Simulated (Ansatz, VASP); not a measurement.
**One calculation of Al2Cu, two programs**

```xyz
6
Lattice="-3.1463 3.1463 2.5345 3.1463 -3.1463 2.5345 3.1463 3.1463 -2.5345" Properties=species:S:1:pos:R:3 pbc="T T T"
Al    4.1489    1.0026    0.0000
Al    2.1438    1.0026    2.5345
Al   -1.0026    2.1438    2.5345
Al    1.0026    2.1438    0.0000
Cu    0.0000    0.0000    3.8018
Cu    0.0000    0.0000    1.2672
```

Alike in both runs: task single point; functional PBEsol; k mesh 10 × 10 × 10; occupations gaussian, width 0.15 eV; no spin polarisation.

|  | VASP | Ansatz |
| --- | --- | --- |
| version | VASP 6.6.1 | Ansatz 0.2.0 |
| potentials or method | VASP PAW PBE potentials, release 64 (Al, Cu), cutoff 520 eV | scalar-relativistic, plane waves, PAW |
| valence electrons in the cell | 34 | 50 |

Ansatz gave:

- gap on the k mesh at the Fermi level (eV): none
- pressure (GPa): -11.5
- rms of the force components (eV/Å): 0.036

Question: Estimate VASP's values.

Answer: gap on the k mesh at the Fermi level (eV): none; pressure (GPa): -11.3; rms of the force components (eV/Å): 0.035.

VASP's potentials were made for PBE, not for PBEsol, and Ansatz warns of the same on its side. Atom by atom the forces differ by 0.001 eV/Å (rms over components). A gap of «none» marks a metal or a gap that the smearing closes. The functional is the same, so the differences come from potentials, cutoffs and numerics. VASP's potentials hold 34 valence electrons a cell and Ansatz's 50, so a difference there can come from the potentials and not from the codes.
